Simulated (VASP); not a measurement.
# Au in VASP: further runs

Au is run at these levels: PBE; tasks: single point.

All numbers are computed with VASP 6.6.1; they aren't measurements. Logs are shortened: lines on timing, memory, paths and dates and some standing lists are left out, and cuts for length are marked.

### 1 The cell of the first run

The cell holds a wire with vacuum, 2 atoms: a = 11.400 Å, b = 9.300 Å, c = 2.805 Å, α = 90.00°, β = 90.00°, γ = 90.00°.

### 2 Single point, PBE, collinear spin, ferromagnetic start

INCAR reads:

```
  PREC = Accurate
  ENCUT = 520
  EDIFF = 1E-6
  ISMEAR = 0
  SIGMA = 0.05
  LREAL = False
  LASPH = True
  NELM = 150
  ALGO = Normal
  ISIF = 2
  LWAVE = False
  LCHARG = True
  ISPIN = 2
  MAGMOM = 0.5 0.5
  LORBIT = 11
  LMAXMIX = 4
  GGA = PE
  LELF = True
  LVHAR = True
  NBANDS = 22
```

KPOINTS reads:

```
regular mesh
0
Gamma
  1 1 23
```

POSCAR reads:

```
Au
1.0
   11.4000000000      0.0000000000      0.0000000000
    0.0000000000      9.3000000000      0.0000000000
    0.0000000000      0.0000000000      2.8049795297
Au
2
Direct
    0.3955444564      0.5000000000      0.0000000000
    0.6044555436      0.5000000000      0.5000000000
```

Potentials or basis: VASP PAW PBE potentials, release 64 (Au).

The run is started by

```
cat potpaw_PBE.64/Au/POTCAR > POTCAR
mpirun -np 1 vasp_std > vasp.out
```

OUTCAR:

```text
PREC = Accurate
   ENCUT = 520
   EDIFF = 1E-6
   ISMEAR = 0
   LREAL = False
   LASPH = True
   NELM = 150
   ISIF = 2
   ISPIN = 2
   LORBIT = 11
   GGA = PE

 ion  position               nearest neighbor table
   1  0.396  0.500  0.000-   2 2.76   2 2.76
   2  0.604  0.500  0.500-   1 2.76   1 2.76

  LATTYP: Found a simple orthorhombic cell.
 ALAT       =     2.8049795297
 B/A-ratio  =     3.3155322174
 C/A-ratio  =     4.0642007827

  Lattice vectors:

 A1 = (   0.0000000000,   0.0000000000,  -2.8049795297)
 A2 = (   0.0000000000,   9.3000000000,   0.0000000000)
 A3 = (  11.4000000000,   0.0000000000,   0.0000000000)

Analysis of symmetry for initial positions (statically):
=====================================================================
 Subroutine PRICEL returns:
 Original cell was already a primitive cell.

 Routine SETGRP: Setting up the symmetry group for a
 simple orthorhombic supercell.

 Subroutine GETGRP returns: Found  8 space group operations
 (whereof  4 operations were pure point group operations)
 out of a pool of  8 trial point group operations.

The static configuration has the point symmetry C_2v.
 The point group associated with its full space group is D_2h.

Analysis of symmetry for dynamics (positions and initial velocities):
=====================================================================
 Subroutine PRICEL returns:
 Original cell was already a primitive cell.

 Routine SETGRP: Setting up the symmetry group for a
 simple orthorhombic supercell.

 Subroutine GETGRP returns: Found  8 space group operations
 (whereof  4 operations were pure point group operations)
 out of a pool of  8 trial point group operations.

The dynamic configuration has the point symmetry C_2v.
 The point group associated with its full space group is D_2h.

Analysis of structural, dynamic, and magnetic symmetry:
=====================================================================
 Subroutine PRICEL returns:
 Original cell was already a primitive cell.

 Routine SETGRP: Setting up the symmetry group for a
 simple orthorhombic supercell.

 Subroutine GETGRP returns: Found  8 space group operations
 (whereof  4 operations were pure point group operations)
 out of a pool of  8 trial point group operations.

The overall configuration has the point symmetry C_2v.
 The point group associated with its full space group is D_2h.

 Subroutine INISYM returns: Found  8 space group operations
[... 104 lines left out ...]
     AMIX_MAG =   1.60;   BMIX_MAG =  1.00
  volume/ion in A,a.u.               =     148.69      1003.42
  Fermi-wavevector in a.u.,A,eV,Ry     =   0.687242  1.298700  6.426059  0.472302
  Thomas-Fermi vector in A             =   1.767701
   LORBIT       =     11    0 simple, 1 ext, 2 COOP (PROOUT), +10 PAW based schemes
   GGA     = PE    functional components
   LHFCALC =     F    Hartree Fock is set to
   AEXX    =    0.0000 exact exchange contribution
   IVDW    =     0    specifies the selected vdW correction
   LEPSILON=     F    determine dielectric tensor
   LRPA    =     F    only Hartree local field effects (RPA)
 spin polarized calculation
 Gauss-broadening in eV      SIGMA  =   0.05
  energy-cutoff  :      520.00
  volume of cell :      297.38
 maximum number of plane-waves:      8040
 NGX is ok and might be reduce to    90
   NGX = 43   NGY = 35   NGZ = 11

 number of electron      22.0000002 magnetization       0.0057925

 number of electron      22.0000002 magnetization      -0.0007158

 Free energy of the ion-electron system (eV)
  ---------------------------------------------------
  ext. energy  EPLUGINS =         0.00000000
  ---------------------------------------------------
  free energy    TOTEN  =        -4.45852851 eV

  energy without entropy =       -4.45540502  energy(sigma->0) =       -4.45696676

 E-fermi :  -3.8676     XC(G=0):  -2.8116

 val. band max:       -4.0745861861   @ k =   0.0000   0.0000   0.0870
 cond. band min:      -3.8628226054   @ k =   0.0000   0.0000   0.1304
 fundamental gap:      0.2117635807
 Fermi energy:        -3.8676092413

 spin component 1

 k-point     1 :       0.0000    0.0000    0.0000
  band No.  band energies     occupation
      1      -9.3872      1.00000
      2      -8.9120      1.00000
      3      -7.0643      1.00000
      4      -6.9816      1.00000
      5      -6.3388      1.00000
      6      -6.2021      1.00000
[... 289 lines left out ...]
     21       6.5842      0.00000
     22       6.6591      0.00000
 Fermi energy:        -3.8676092413

 spin component 2

 k-point     1 :       0.0000    0.0000    0.0000
  band No.  band energies     occupation
      1      -9.3873      1.00000
      2      -8.9120      1.00000
      3      -7.0645      1.00000
      4      -6.9817      1.00000
      5      -6.3389      1.00000
      6      -6.2022      1.00000
[... 289 lines left out ...]
     21       6.5839      0.00000
     22       6.6595      0.00000

------------------------ aborting loop because EDIFF is reached ----------------------------------------

  FORCE on cell =-STRESS in cart. coord.  units (eV):
  Direction    XX          YY          ZZ          XY          YZ          ZX
  --------------------------------------------------------------------------------------
  -------------------------------------------------------------------------------------
  Total       -0.3910017     -0.0413686     -3.8273229      0.0000000      0.0000000      0.0000000
  in kB       -2.1065500     -0.2228766    -20.6199778      0.0000000      0.0000000      0.0000000
  external PRESSURE =      -7.6498015 kB  Pullay stress =       0.0000000 kB

 VOLUME and BASIS-vectors are now :
 -----------------------------------------------------------------------------
  energy-cutoff  :      520.00
  volume of cell :      297.38
      direct lattice vectors                 reciprocal lattice vectors
    11.400000000  0.000000000  0.000000000     0.087719298  0.000000000  0.000000000
     0.000000000  9.300000000  0.000000000     0.000000000  0.107526882  0.000000000
     0.000000000  0.000000000  2.804979530     0.000000000  0.000000000  0.356508841

 POSITION                                       TOTAL-FORCE (eV/Angst)
 -----------------------------------------------------------------------------------
      4.50921      4.65000      0.00000         0.158213      0.000000      0.000000
      6.89079      4.65000      1.40249        -0.158213      0.000000      0.000000
 -----------------------------------------------------------------------------------
    total drift:                                0.000000      0.000000      0.000000

  FREE ENERGIE OF THE ION-ELECTRON SYSTEM (eV)
  ---------------------------------------------------
  free  energy   TOTEN  =        -4.4585285059 eV

  energy  without entropy=       -4.4554050178  energy(sigma->0) =       -4.45696676

 total charge

# of ion       s       p       d       tot
------------------------------------------
    1        0.576   0.142   8.831   9.549
    2        0.576   0.142   8.831   9.549
--------------------------------------------------
tot          1.151   0.285  17.663  19.099

 magnetization (x)

# of ion       s       p       d       tot
------------------------------------------
    1       -0.000  -0.000  -0.000  -0.000
    2       -0.000  -0.000  -0.000  -0.000
--------------------------------------------------
tot         -0.000  -0.000  -0.000  -0.000
```

stdout:

```text
POSCAR found type information on POSCAR Au
 POSCAR found :  1 types and       2 ions
 scaLAPACK will be used
 LDA part: xc-table for (Slater+PW92), standard interpolation
 POSCAR, INCAR and KPOINTS ok, starting setup
 FFT: planning ... GRIDC
 FFT: planning ... GRID_SOFT
 FFT: planning ... GRID
 WAVECAR not read
 entering main loop
```

It took 2 min on 1 thread of Intel Xeon 6975P-C (Granite Rapids), shared host; peak memory 0.53 GiB.

Results:

- Free energy: -4.4585 eV
- Largest force: 0.158 eV/Å
- Band gap on the k mesh: zero (filled and empty bands overlap)
- Net moment: 0.00 μB per cell
- Valence electrons inside the program's atomic spheres: Au 9.55

Forces in eV/Å, atoms in the order of the input:
```
Au   0.158  0.000  0.000
Au  -0.158  0.000  0.000
```

Caveat: spin-orbit coupling is left out, which moves the levels of the heavy elements.

### 3 Single point, PBE, collinear spin, ferromagnetic start

This run uses another cell than the first one, of 225.92 Å³/atom, 1.519 times its volume.

INCAR reads:

```
  PREC = Accurate
  ENCUT = 520
  EDIFF = 1E-7
  ISMEAR = 0
  SIGMA = 0.05
  LREAL = False
  LASPH = True
  NELM = 150
  ALGO = Normal
  ISIF = 2
  LWAVE = False
  LCHARG = False
  ISPIN = 2
  MAGMOM = 0.5 0.5
  LORBIT = 11
  LMAXMIX = 4
  GGA = PE
  NBANDS = 22
```

KPOINTS reads:

```
regular mesh
0
Gamma
  1 1 14
```

POSCAR reads:

```
Au
1.0
   10.2000000000      0.0000000000      0.0000000000
    0.0000000000      9.3000000000      0.0000000000
    0.0000000000      0.0000000000      4.7631727863
Au
2
Direct
    0.4416277845      0.5000000000      0.0000000000
    0.5583722155      0.5000000000      0.5000000000
```

Potentials or basis: VASP PAW PBE potentials, release 64 (Au).

The run is started by

```
cat potpaw_PBE.64/Au/POTCAR > POTCAR
mpirun -np 1 vasp_std > vasp.out
```

OUTCAR:

```text
PREC = Accurate
   ENCUT = 520
   EDIFF = 1E-7
   ISMEAR = 0
   LREAL = False
   LASPH = True
   NELM = 150
   ISIF = 2
   ISPIN = 2
   LORBIT = 11
   GGA = PE

 ion  position               nearest neighbor table
   1  0.442  0.500  0.000-   2 2.66   2 2.66
   2  0.558  0.500  0.500-   1 2.66   1 2.66

  LATTYP: Found a simple orthorhombic cell.
 ALAT       =     4.7631727863
 B/A-ratio  =     1.9524800836
 C/A-ratio  =     2.1414297691

  Lattice vectors:

 A1 = (   0.0000000000,   0.0000000000,  -4.7631727863)
 A2 = (   0.0000000000,   9.3000000000,   0.0000000000)
 A3 = (  10.2000000000,   0.0000000000,   0.0000000000)

Analysis of symmetry for initial positions (statically):
=====================================================================
 Subroutine PRICEL returns:
 Original cell was already a primitive cell.

 Routine SETGRP: Setting up the symmetry group for a
 simple orthorhombic supercell.

 Subroutine GETGRP returns: Found  8 space group operations
 (whereof  4 operations were pure point group operations)
 out of a pool of  8 trial point group operations.

The static configuration has the point symmetry C_2v.
 The point group associated with its full space group is D_2h.

Analysis of symmetry for dynamics (positions and initial velocities):
=====================================================================
 Subroutine PRICEL returns:
 Original cell was already a primitive cell.

 Routine SETGRP: Setting up the symmetry group for a
 simple orthorhombic supercell.

 Subroutine GETGRP returns: Found  8 space group operations
 (whereof  4 operations were pure point group operations)
 out of a pool of  8 trial point group operations.

The dynamic configuration has the point symmetry C_2v.
 The point group associated with its full space group is D_2h.

Analysis of structural, dynamic, and magnetic symmetry:
=====================================================================
 Subroutine PRICEL returns:
 Original cell was already a primitive cell.

 Routine SETGRP: Setting up the symmetry group for a
 simple orthorhombic supercell.

 Subroutine GETGRP returns: Found  8 space group operations
 (whereof  4 operations were pure point group operations)
 out of a pool of  8 trial point group operations.

The overall configuration has the point symmetry C_2v.
 The point group associated with its full space group is D_2h.

 Subroutine INISYM returns: Found  8 space group operations
 (whereof  4 operations are pure point group operations),
 and found     1 'primitive' translations

----------------------------------------------------------------------------------------

                                     Primitive cell

  volume of cell :     451.8346

  direct lattice vectors                    reciprocal lattice vectors
    10.200000000  0.000000000  0.000000000     0.098039216  0.000000000  0.000000000
     0.000000000  9.300000000  0.000000000     0.000000000  0.107526882  0.000000000
     0.000000000  0.000000000  4.763172786     0.000000000  0.000000000  0.209944095

  length of vectors
    10.200000000  9.300000000  4.763172786     0.098039216  0.107526882  0.209944095

  position of ions in fractional coordinates (direct lattice)
     0.441627784  0.500000000  0.000000000
[... 55 lines left out ...]
   ISPIN  =      2    spin polarized calculation?
   LNONCOLLINEAR =      F non collinear calculations
   LSORBIT =      F    spin-orbit coupling
   LASPH  =      T    aspherical Exc in radial PAW
   ENCUT  =  520.0 eV  38.22 Ry    6.18 a.u.  18.97 17.29  8.86*2*pi/ulx,y,z
   NELM   =    150;   NELMIN=  2; NELMDL= -5     # of ELM steps
   EDIFF  = 0.1E-06   stopping-criterion for ELM
   LREAL  =      F    real-space projection
   EDIFFG = 0.1E-05   stopping-criterion for IOM
   NSW    =      0    number of steps for IOM
   IBRION =     -1    ionic relax: 0-MD 1-quasi-New 2-CG
   NFREE  =      0    steps in history (QN), initial steepest desc. (CG)
   ISIF   =      2    stress and relaxation
   ISYM   =      2    0-nonsym 1-usesym 2-fastsym
   POTIM  = 0.5000    time-step for ionic-motion
   TEBEG  =    0.0;   TEEND  =   0.0 temperature during run
   PSTRESS=    0.0 pullay stress
   NELECT =      22.0000    total number of electrons
   NUPDOWN=      -1.0000    fix difference up-down
   EMIN   =  10.00;   EMAX   =-10.00  energy-range for DOS
   EFERMI =   0.00;   METHOD = LEGACY
   ISMEAR =     0;   SIGMA  =   0.05  broadening in eV -4-tet -1-fermi 0-gaus
   EFERMI_NEDOS =   21; number of points for ismear=-14 and -15
   IALGO  =     38    algorithm
   IMIX   =      4    mixing-type and parameters
     AMIX     =   0.40;   BMIX     =  1.00
     AMIX_MAG =   1.60;   BMIX_MAG =  1.00
  volume/ion in A,a.u.               =     225.92      1524.57
  Fermi-wavevector in a.u.,A,eV,Ry     =   0.597800  1.129678  4.862244  0.357365
  Thomas-Fermi vector in A             =   1.648663
   LORBIT       =     11    0 simple, 1 ext, 2 COOP (PROOUT), +10 PAW based schemes
   GGA     = PE    functional components
   LHFCALC =     F    Hartree Fock is set to
   AEXX    =    0.0000 exact exchange contribution
   IVDW    =     0    specifies the selected vdW correction
   LEPSILON=     F    determine dielectric tensor
   LRPA    =     F    only Hartree local field effects (RPA)
 spin polarized calculation
 Gauss-broadening in eV      SIGMA  =   0.05
  energy-cutoff  :      520.00
  volume of cell :      451.83
 maximum number of plane-waves:     12222
 NGX is ok and might be reduce to    80
   NGX = 37   NGY = 35   NGZ = 17

 number of electron      22.0000004 magnetization       0.0172580

 number of electron      22.0000004 magnetization      -0.0000199

 Free energy of the ion-electron system (eV)
  ---------------------------------------------------
  ext. energy  EPLUGINS =         0.00000000
  ---------------------------------------------------
  free energy    TOTEN  =        -3.80595901 eV

  energy without entropy =       -3.80192908  energy(sigma->0) =       -3.80394405

 E-fermi :  -4.6099     XC(G=0):  -2.2043

 val. band max:       -4.6099399182   @ k =   0.0000   0.0000   0.5000
 cond. band min:      -4.6099324260   @ k =   0.0000   0.0000   0.5000
 fundamental gap:      0.0000074922
 Fermi energy:        -4.6099361721

 spin component 1

 k-point     1 :       0.0000    0.0000    0.0000
  band No.  band energies     occupation
      1      -8.6110      1.00000
      2      -7.3831      1.00000
      3      -7.3466      1.00000
      4      -7.1215      1.00000
      5      -6.4045      1.00000
      6      -6.3264      1.00000
[... 189 lines left out ...]
     21       4.0368      0.00000
     22       4.0368      0.00000
 Fermi energy:        -4.6099361721

 spin component 2

 k-point     1 :       0.0000    0.0000    0.0000
  band No.  band energies     occupation
      1      -8.6110      1.00000
      2      -7.3831      1.00000
      3      -7.3466      1.00000
      4      -7.1215      1.00000
      5      -6.4046      1.00000
      6      -6.3264      1.00000
[... 189 lines left out ...]
     21       4.0368      0.00000
     22       4.0368      0.00000

------------------------ aborting loop because EDIFF is reached ----------------------------------------

  FORCE on cell =-STRESS in cart. coord.  units (eV):
  Direction    XX          YY          ZZ          XY          YZ          ZX
  --------------------------------------------------------------------------------------
  -------------------------------------------------------------------------------------
  Total       -0.9989499     -0.0436285     -3.1415898      0.0000000      0.0000000      0.0000000
  in kB       -3.5422144     -0.1547038    -11.1398824      0.0000000      0.0000000      0.0000000
  external PRESSURE =      -4.9456002 kB  Pullay stress =       0.0000000 kB

 VOLUME and BASIS-vectors are now :
 -----------------------------------------------------------------------------
  energy-cutoff  :      520.00
  volume of cell :      451.83
      direct lattice vectors                 reciprocal lattice vectors
    10.200000000  0.000000000  0.000000000     0.098039216  0.000000000  0.000000000
     0.000000000  9.300000000  0.000000000     0.000000000  0.107526882  0.000000000
     0.000000000  0.000000000  4.763172786     0.000000000  0.000000000  0.209944095

 POSITION                                       TOTAL-FORCE (eV/Angst)
 -----------------------------------------------------------------------------------
      4.50460      4.65000      0.00000         0.809545      0.000000      0.000000
      5.69540      4.65000      2.38159        -0.809545      0.000000      0.000000
 -----------------------------------------------------------------------------------
    total drift:                               -0.000000     -0.000000      0.000000

  FREE ENERGIE OF THE ION-ELECTRON SYSTEM (eV)
  ---------------------------------------------------
  free  energy   TOTEN  =        -3.8059590080 eV

  energy  without entropy=       -3.8019290824  energy(sigma->0) =       -3.80394405

 total charge

# of ion       s       p       d       tot
------------------------------------------
    1        0.600   0.090   8.853   9.543
    2        0.600   0.090   8.853   9.543
--------------------------------------------------
tot          1.201   0.180  17.706  19.087

 magnetization (x)

# of ion       s       p       d       tot
------------------------------------------
    1       -0.000  -0.000  -0.000  -0.000
    2       -0.000  -0.000  -0.000  -0.000
--------------------------------------------------
tot         -0.000  -0.000  -0.000  -0.000
```

Run time: 2.2 min. Hardware: 1 thread of Intel Xeon 6975P-C (Granite Rapids), shared host; peak memory 0.65 GiB.

What came out:

| Item | Value |
| --- | --- |
| Free energy | -3.8060 eV |
| Largest force | 0.810 eV/Å |
| Band gap on the k mesh | zero (filled and empty bands touch) |
| Net moment | 0.00 μB per cell |
| Valence electrons inside the program's atomic spheres | Au 9.54 |

Forces on the atoms (eV/Å):
```
Au   0.810  0.000  0.000
Au  -0.810  0.000  0.000
```

Caveat: spin-orbit coupling is left out, which moves the levels of the heavy elements.

### 4 Single point, PBE, collinear spin, ferromagnetic start

This run uses another cell than the first one, of 225.92 Å³/atom, 1.519 times its volume.

INCAR is that of step 3.

KPOINTS is that of step 3.

POSCAR: that of step 3 with these lines changed.

```diff
@@ -4,3 +4,3 @@
     0.0000000000      9.3000000000      0.0000000000
-    0.0000000000      0.0000000000      4.7631727863
+    0.0000000000      0.0000000000      4.7631727838
 Au
```

The run is started by

```
cat potpaw_PBE.64/Au/POTCAR > POTCAR
mpirun -np 1 vasp_std > vasp.out
```

Run time: 4.3 min. Hardware: 1 thread of Oxide Virtual Turin-like, shared host; peak memory 0.62 GiB.

Results (log left out):

| Quantity | Value |
| --- | --- |
| Free energy | -3.8060 eV |
| Largest force | 0.810 eV/Å |
| Band gap on the k mesh | zero (filled and empty bands touch) |
| Net moment | 0.00 μB per cell |
| Valence electrons inside the program's atomic spheres | Au 9.54 |

Forces in eV/Å, atoms in the order of the input:
```
Au   0.810  0.000  0.000
Au  -0.810  0.000  0.000
```

Levels at points of the mesh, in eV from the Fermi level:
Spin up:
```csv
k point,band 9,band 10,band 11,band 12,band 13,band 14
"(0.00, 0.00, 0.00)",-1.32,-1.19,-0.94,2.12,3.63,5.03
"(0.00, 0.00, 0.50)",-1.11,-1.11,0.00,0.00,4.67,4.67
```
Spin down:
```csv
k point,band 9,band 10,band 11,band 12,band 13,band 14
"(0.00, 0.00, 0.00)",-1.32,-1.19,-0.94,2.12,3.63,5.03
"(0.00, 0.00, 0.50)",-1.11,-1.11,0.00,0.00,4.67,4.67
```

Caveat: spin-orbit coupling is left out, which moves the levels of the heavy elements.
